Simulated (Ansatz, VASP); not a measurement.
## Si3Ge: VASP beside Ansatz

The input INCAR:

```
SYSTEM = Si3Ge
PREC = Accurate
ENCUT = 520
EDIFF = 1E-6
ISMEAR = 0
SIGMA = 0.1
LREAL = .FALSE.
LASPH = .TRUE.
NELM = 60
ALGO = Normal
ISIF = 2
LWAVE = .FALSE.
LCHARG = .TRUE.
GGA = PE
LELF = .TRUE.
LVHAR = .TRUE.
NBANDS = 21
```

Contents of KPOINTS:

```
regular mesh
0
G
  4 4 4
  0 0 0
```

The input POSCAR:

```
Si3Ge
1.0
    0.0000000000      3.2458897700      3.2458897700
    3.2458897700      0.0000000000      3.2458897700
    3.2458897700      3.2458897700      0.0000000000
Si Ge
3 1
Direct
    0.7500000000      0.7500000000      0.7500000000
    0.2500000000      0.2500000000      0.2500000000
    0.5000000000      0.5000000000      0.5000000000
    0.0000000000      0.0000000000      0.0000000000
```

Input for Ansatz:

```yaml
crystal:
  lattice:
    - [0.0, 3.24588977, 3.24588977]
    - [3.24588977, 0.0, 3.24588977]
    - [3.24588977, 3.24588977, 0.0]
  atoms:
    - { symbol: Si, position: [0.75, 0.75, 0.75] }
    - { symbol: Si, position: [0.25, 0.25, 0.25] }
    - { symbol: Si, position: [0.5, 0.5, 0.5] }
    - { symbol: Ge, position: [0.0, 0.0, 0.0] }
basis:
  ecutwfc: 420
kpoints:
  mp_grid: { grid: [4, 4, 4] }
hamiltonian:
  xc: pbe
scf:
  occupations: { method: gaussian, width: 0.1 }
  lower_state_search: "off"
output:
  forces: true
  stress: true
  eigenvalues: true
```

Change from the starting cell: species swapped into the Fe3Ni type (Fm-3m, No. 225).

Alike in both runs: task single point; functional PBE; k mesh 4 × 4 × 4; occupations gaussian, width 0.1 eV; no spin polarisation.

```csv
,VASP,Ansatz
version,VASP 6.6.1,Ansatz 0.2.0
potentials or method,"VASP PAW PBE potentials, release 64 (Si, Ge_d), cutoff 520 eV","scalar-relativistic, plane waves, PAW"
valence electrons in the cell,26,26
```

|  | VASP | Ansatz | Ansatz less VASP |
| --- | --- | --- | --- |
| gap on the k mesh at the Fermi level (eV) | none | none | - |
| pressure (GPa) | -4.8 | -4.8 | +0.04 |

A gap of «none» marks a metal or a gap that the smearing closes.

The k mesh is coarse, so the values compare programs but aren't converged.
